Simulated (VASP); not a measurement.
# CsPbBr3 (Pm-3m) in VASP: single point with HSE06

Aim: the single point of CsPbBr3 with HSE06.

Program: VASP 6.6.1. These are calculated values, not measurements. Logs are shortened: lines on timing, memory, paths and dates and some standing lists are left out, and cuts for length are marked.

**1. The cell of the first run**

It takes space group Pm-3m (No. 221, cubic). Conventional cell: a = 5.882 Å, b = 5.882 Å, c = 5.882 Å, α = 90.00°, β = 90.00°, γ = 90.00°. Cs (site symmetry m-3m) has 12 Br at 4.16 Å and 8 Pb at 5.09 Å within 5.5 Å. Pb (site symmetry m-3m) has 6 Br at 2.94 Å within 3.9 Å. Br (site symmetry 4/mmm) has 2 Pb at 2.94 Å within 3.9 Å.

**2. Single point, HSE06**

Input file POSCAR:

```
CsPbBr3
1.0
   11.7633300000      0.0000000000      0.0000000000
    0.0000000000     11.7633300000      0.0000000000
    0.0000000000      0.0000000000     11.7633300000
Cs Pb Br
8 8 24
Direct
    0.0000000000      0.0000000000      0.0000000000
    0.0000000000      0.0000000000      0.5000000000
    0.0000000000      0.5000000000      0.0000000000
    0.0000000000      0.5000000000      0.5000000000
    0.5000000000      0.0000000000      0.0000000000
    0.5000000000      0.0000000000      0.5000000000
    0.5000000000      0.5000000000      0.0000000000
    0.5000000000      0.5000000000      0.5000000000
    0.2500000000      0.2500000000      0.2500000000
    0.2500000000      0.2500000000      0.7500000000
    0.2500000000      0.7500000000      0.2500000000
    0.2500000000      0.7500000000      0.7500000000
    0.7500000000      0.2500000000      0.2500000000
    0.7500000000      0.2500000000      0.7500000000
    0.7500000000      0.7500000000      0.2500000000
    0.7500000000      0.7500000000      0.7500000000
    0.2500000000      0.2500000000      0.0000000000
    0.2500000000      0.2500000000      0.5000000000
    0.2500000000      0.7500000000      0.0000000000
    0.2500000000      0.7500000000      0.5000000000
    0.7500000000      0.2500000000      0.0000000000
    0.7500000000      0.2500000000      0.5000000000
    0.7500000000      0.7500000000      0.0000000000
    0.7500000000      0.7500000000      0.5000000000
    0.0000000000      0.2500000000      0.2500000000
    0.0000000000      0.2500000000      0.7500000000
    0.0000000000      0.7500000000      0.2500000000
    0.0000000000      0.7500000000      0.7500000000
    0.5000000000      0.2500000000      0.2500000000
    0.5000000000      0.2500000000      0.7500000000
    0.5000000000      0.7500000000      0.2500000000
    0.5000000000      0.7500000000      0.7500000000
    0.2500000000      0.0000000000      0.2500000000
    0.2500000000      0.0000000000      0.7500000000
    0.2500000000      0.5000000000      0.2500000000
    0.2500000000      0.5000000000      0.7500000000
    0.7500000000      0.0000000000      0.2500000000
    0.7500000000      0.0000000000      0.7500000000
    0.7500000000      0.5000000000      0.2500000000
    0.7500000000      0.5000000000      0.7500000000
```

Input file INCAR.step1:

```
ALGO     = Normal         # electronic algorithm
EDIFF    = 1E-5           # SCF threshold, eV
ENCUT    = 400            # plane-wave cutoff, eV
GGA      = PE             # functional
GGA_COMPAT= F            
ISIF     = 2              # what is computed and relaxed
ISMEAR   = -1             # smearing method
ISYM     = -1           
KPAR     = 1            
LASPH    = T              # aspherical terms in the spheres
LREAL    = Auto         
LWAVE    = T              # write WAVECAR
NBANDS   = 202            # bands
NELM     = 120            # most SCF steps
PREC     = Accurate       # precision mode
SIGMA    = 0.05           # smearing width, eV
```

Input file INCAR.step2:

```
ALGO     = Normal         # electronic algorithm
EDIFF    = 1E-6           # SCF threshold, eV
ENCUT    = 400            # plane-wave cutoff, eV
GGA      = PE             # functional
GGA_COMPAT= F            
HFSCREEN = 0.2079         # screening, 1/A
ISIF     = 2              # what is computed and relaxed
ISMEAR   = -1             # smearing method
ISTART   = 1            
ISYM     = -1           
KPAR     = 1            
LASPH    = T              # aspherical terms in the spheres
LCHARG   = T              # write CHGCAR
LELF     = T              # ELF
LHFCALC  = T              # exact exchange
LREAL    = Auto         
LVHAR    = T            
LWAVE    = F              # write WAVECAR
NBANDS   = 202            # bands
NELM     = 120            # most SCF steps
PREC     = Accurate       # precision mode
PRECFOCK = Fast         
SIGMA    = 0.05           # smearing width, eV
```

Input file KPOINTS:

```
explicit points
1
Reciprocal
  0.25000000   0.25000000   0.25000000 1
```

Potentials or basis: VASP PAW PBE potentials, release 64 (Cs_sv, Pb_d, Br).

Command:

```console
$ cat potpaw_PBE.64/Cs_sv/POTCAR potpaw_PBE.64/Pb_d/POTCAR potpaw_PBE.64/Br/POTCAR > POTCAR
$ cp INCAR.step1 INCAR
$ mpirun -np 4 vasp_std > vasp.out
$ cp INCAR.step2 INCAR
$ mpirun -np 4 vasp_std > vasp.out
```

OUTCAR:

```text
EDIFF = 1E-6
   ENCUT = 400
   GGA = PE
   HFSCREEN = 0.2079
   ISIF = 2
   ISMEAR = -1
   ISTART = 1
   ISYM = -1
   LASPH = T
   LHFCALC = T
   LREAL = Auto
   NELM = 120
   PREC = Accurate
   PRECFOCK = Fast

 ion  position               nearest neighbor table
   1  0.000  0.000  0.000-
   2  0.000  0.000  0.500-
   3  0.000  0.500  0.000-
   4  0.000  0.500  0.500-
   5  0.500  0.000  0.000-
   6  0.500  0.000  0.500-
   7  0.500  0.500  0.000-
   8  0.500  0.500  0.500-
   9  0.250  0.250  0.250-  17 2.94  18 2.94  25 2.94  29 2.94  33 2.94  35 2.94
  10  0.250  0.250  0.750-  17 2.94  18 2.94  26 2.94  30 2.94  34 2.94  36 2.94
  11  0.250  0.750  0.250-  19 2.94  20 2.94  27 2.94  31 2.94  33 2.94  35 2.94
  12  0.250  0.750  0.750-  19 2.94  20 2.94  28 2.94  32 2.94  34 2.94  36 2.94
  13  0.750  0.250  0.250-  21 2.94  22 2.94  25 2.94  29 2.94  37 2.94  39 2.94
  14  0.750  0.250  0.750-  21 2.94  22 2.94  26 2.94  30 2.94  38 2.94  40 2.94
  15  0.750  0.750  0.250-  23 2.94  24 2.94  27 2.94  31 2.94  37 2.94  39 2.94
  16  0.750  0.750  0.750-  23 2.94  24 2.94  28 2.94  32 2.94  38 2.94  40 2.94
  17  0.250  0.250  0.000-   9 2.94  10 2.94
  18  0.250  0.250  0.500-   9 2.94  10 2.94
  19  0.250  0.750  0.000-  11 2.94  12 2.94
  20  0.250  0.750  0.500-  11 2.94  12 2.94
  21  0.750  0.250  0.000-  13 2.94  14 2.94
  22  0.750  0.250  0.500-  13 2.94  14 2.94
[... 16 lines left out ...]
  39  0.750  0.500  0.250-  13 2.94  15 2.94
  40  0.750  0.500  0.750-  14 2.94  16 2.94

IMPORTANT INFORMATION: All symmetrisations will be switched off!
NOSYMM: (Re-)initialisation of all symmetry stuff for point group C_1.

----------------------------------------------------------------------------------------

                                     Primitive cell

  volume of cell :    1627.7618

  direct lattice vectors                    reciprocal lattice vectors
    11.763330000  0.000000000  0.000000000     0.085009942  0.000000000  0.000000000
     0.000000000 11.763330000  0.000000000     0.000000000  0.085009942  0.000000000
     0.000000000  0.000000000 11.763330000     0.000000000  0.000000000  0.085009942

  length of vectors
    11.763330000 11.763330000 11.763330000     0.085009942  0.085009942  0.085009942

  position of ions in fractional coordinates (direct lattice)
     0.000000000  0.000000000  0.000000000
     0.000000000  0.000000000  0.500000000
     0.000000000  0.500000000  0.000000000
     0.000000000  0.500000000  0.500000000
     0.500000000  0.000000000  0.000000000
     0.500000000  0.000000000  0.500000000
[... 32 lines left out ...]
     0.750000000  0.500000000  0.250000000
     0.750000000  0.500000000  0.750000000

  ion indices of the primitive-cell ions
   primitive index   ion index
                 1           1
                 2           2
                 3           3
                 4           4
                 5           5
                 6           6
[... 32 lines left out ...]
                39          39
                40          40

----------------------------------------------------------------------------------------

 KPOINTS: explicit points

Read explicit list of k-points.

 Found      1 k-points:

 Following reciprocal coordinates:
            Coordinates               Weight
  0.250000  0.250000  0.250000      1.000000
   k-points           NKPTS =      1   k-points in BZ     NKDIM =      1   number of bands    NBANDS=    204
   number of dos      NEDOS =    301   number of ions     NIONS =     40
   total plane-waves  NPLWV = 512000
   dimension x,y,z NGX =    80 NGY =   80 NGZ =   80
   dimension x,y,z NGXF=   160 NGYF=  160 NGZF=  160
   ions per type =               8   8  24
   NGX,Y,Z   is equivalent  to a cutoff of  11.31, 11.31, 11.31 a.u.
   NGXF,Y,Z  is equivalent  to a cutoff of  22.61, 22.61, 22.61 a.u.
 SYSTEM =  unknown system
   PREC   = accura    normal or accurate (medium, high low for compatibility)
   ISTART =      1    job   : 0-new  1-cont  2-samecut
   ICHARG =      0    charge: 1-file 2-atom 10-const
   ISPIN  =      1    spin polarized calculation?
   LNONCOLLINEAR =      F non collinear calculations
   LSORBIT =      F    spin-orbit coupling
   LASPH  =      T    aspherical Exc in radial PAW
   ENCUT  =  400.0 eV  29.40 Ry    5.42 a.u.  19.18 19.18 19.18*2*pi/ulx,y,z
   NELM   =    120;   NELMIN=  2; NELMDL=  0     # of ELM steps
   EDIFF  = 0.1E-05   stopping-criterion for ELM
   LREAL  =      T    real-space projection
   EDIFFG = 0.1E-04   stopping-criterion for IOM
   NSW    =      0    number of steps for IOM
   IBRION =     -1    ionic relax: 0-MD 1-quasi-New 2-CG
   NFREE  =      0    steps in history (QN), initial steepest desc. (CG)
   ISIF   =      2    stress and relaxation
   ISYM   =     -1    0-nonsym 1-usesym 2-fastsym
   POTIM  = 0.5000    time-step for ionic-motion
   TEBEG  =    0.0;   TEEND  =   0.0 temperature during run
   PSTRESS=    0.0 pullay stress
   NELECT =     352.0000    total number of electrons
   NUPDOWN=      -1.0000    fix difference up-down
   EMIN   =  10.00;   EMAX   =-10.00  energy-range for DOS
   EFERMI =   0.00;   METHOD = LEGACY
   ISMEAR =    -1;   SIGMA  =   0.05  broadening in eV -4-tet -1-fermi 0-gaus
   EFERMI_NEDOS =   21; number of points for ismear=-14 and -15
   IALGO  =     38    algorithm
   IMIX   =      1    mixing-type and parameters
     AMIX     =   0.40;   BMIX     =  1.00
     AMIX_MAG =   1.60;   BMIX_MAG =  1.00
  volume/ion in A,a.u.               =      40.69       274.62
  Fermi-wavevector in a.u.,A,eV,Ry     =   0.982635  1.856910 13.137391  0.965571
  Thomas-Fermi vector in A             =   2.113732
   LORBIT       =      0    0 simple, 1 ext, 2 COOP (PROOUT), +10 PAW based schemes
   GGA     = PE    functional components
   LHFCALC =     T    Hartree Fock is set to
   PRECFOCK=fast      Normal, Fast or Accurate (Low or Medium for compatibility)
   ENCUT4O =  -1.0   cutoff for four orbital integrals eV
   NKREDX  =     1    reduce k-point grid by
   NKREDY  =     1    reduce k-point grid by
   NKREDZ  =     1    reduce k-point grid by
   AEXX    =    0.2500 exact exchange contribution
   HFSCREEN=    0.2079 screening length (either q_TF or 0.3 A-1)
   HFSCREENC=   0.2079 screening length for correlation (either q_TF or 0.3 A-1)
   ENCUTFOCK=  -1.0 apply spherical cutoff to Coloumb kernel
   IVDW    =     0    specifies the selected vdW correction
   LEPSILON=     F    determine dielectric tensor
   LRPA    =     F    only Hartree local field effects (RPA)
 non-spin polarized calculation
  energy-cutoff  :      400.00
  volume of cell :     1627.76
 maximum number of plane-waves:     29545
 NGX is ok and might be reduce to    80
  NGX = 40; NGY = 40; NGZ = 40

 number of electron     352.0000111 magnetization

 Free energy of the ion-electron system (eV)
  ---------------------------------------------------
  ext. energy  EPLUGINS =         0.00000000
  ---------------------------------------------------
  free energy    TOTEN  =      -151.37419015 eV

  energy without entropy =     -151.37419015  energy(sigma->0) =     -151.37419015

 E-fermi :   1.0941     XC(G=0):  -6.3870

 val. band max:       -0.1138945178   @ k =   0.2500   0.2500   0.2500
 cond. band min:       3.7780670391   @ k =   0.2500   0.2500   0.2500
 fundamental gap:      3.8919615569
 Fermi energy:         1.0941246501

 k-point     1 :       0.2500    0.2500    0.2500
  band No.  band energies     occupation
      1     -22.3594      2.00000
      2     -22.3586      2.00000
      3     -22.3586      2.00000
      4     -22.3586      2.00000
      5     -22.3579      2.00000
      6     -22.3579      2.00000
[... 180 lines left out ...]
    187       4.5438      0.00000
    188       4.5438      0.00000
 [bands above 188 left out]

------------------------ aborting loop because EDIFF is reached ----------------------------------------

  FORCE on cell =-STRESS in cart. coord.  units (eV):
  Direction    XX          YY          ZZ          XY          YZ          ZX
  --------------------------------------------------------------------------------------
  -------------------------------------------------------------------------------------
  Total        7.0174078      7.0173584      7.0173691     -0.2002170     -0.2002211     -0.2002143
  in kB        6.9071113      6.9070627      6.9070733     -0.1970701     -0.1970741     -0.1970675
  external PRESSURE =       6.9070824 kB  Pullay stress =       0.0000000 kB

 VOLUME and BASIS-vectors are now :
 -----------------------------------------------------------------------------
  energy-cutoff  :      400.00
  volume of cell :     1627.76
      direct lattice vectors                 reciprocal lattice vectors
    11.763330000  0.000000000  0.000000000     0.085009942  0.000000000  0.000000000
     0.000000000 11.763330000  0.000000000     0.000000000  0.085009942  0.000000000
     0.000000000  0.000000000 11.763330000     0.000000000  0.000000000  0.085009942

 POSITION                                       TOTAL-FORCE (eV/Angst)
 -----------------------------------------------------------------------------------
      0.00000      0.00000      0.00000        -0.000000     -0.000001     -0.000003
      0.00000      0.00000      5.88166        -0.000000     -0.000000     -0.000000
      0.00000      5.88166      0.00000         0.000001      0.000000     -0.000004
      0.00000      5.88166      5.88166        -0.000000      0.000001      0.000002
      5.88166      0.00000      0.00000         0.000000      0.000001      0.000004
      5.88166      0.00000      5.88166         0.000001      0.000000     -0.000003
[... 32 lines left out ...]
      8.82250      5.88166      2.94083        -0.000001      0.000000      0.000001
      8.82250      5.88166      8.82250        -0.000002     -0.000000     -0.000001
 -----------------------------------------------------------------------------------
    total drift:                                0.000010      0.000002     -0.000012

  FREE ENERGIE OF THE ION-ELECTRON SYSTEM (eV)
  ---------------------------------------------------
  free  energy   TOTEN  =      -151.3741901492 eV

  energy  without entropy=     -151.3741901491  energy(sigma->0) =     -151.37419015
```

Wall time 20 min (4 MPI ranks of Intel Xeon Platinum 8488C (Sapphire Rapids), shared host); peak memory 0.82 GiB.

Results:

| Quantity | Value |
| --- | --- |
| Free energy | -151.3742 eV |
| Pressure | 0.7 GPa |
| Band gap on the k mesh | 3.89 eV |

Levels at points of the mesh, in eV from the valence-band top:
```tsv
k point	band 172	band 173	band 174	band 175	band 176	band 177	band 178	band 179	band 180	band 181
(0.25, 0.25, 0.25)	-0.96	-0.44	-0.44	-0.44	0.00	3.89	3.89	4.11	4.27	4.27
```

Caveat: the PAW data sets were made with another functional, which shifts forces and pressure a little; spin-orbit coupling is left out, which moves the levels of the heavy elements; a shifted mesh leaves out Γ, where band edges can lie. A k mesh can miss the band edges.
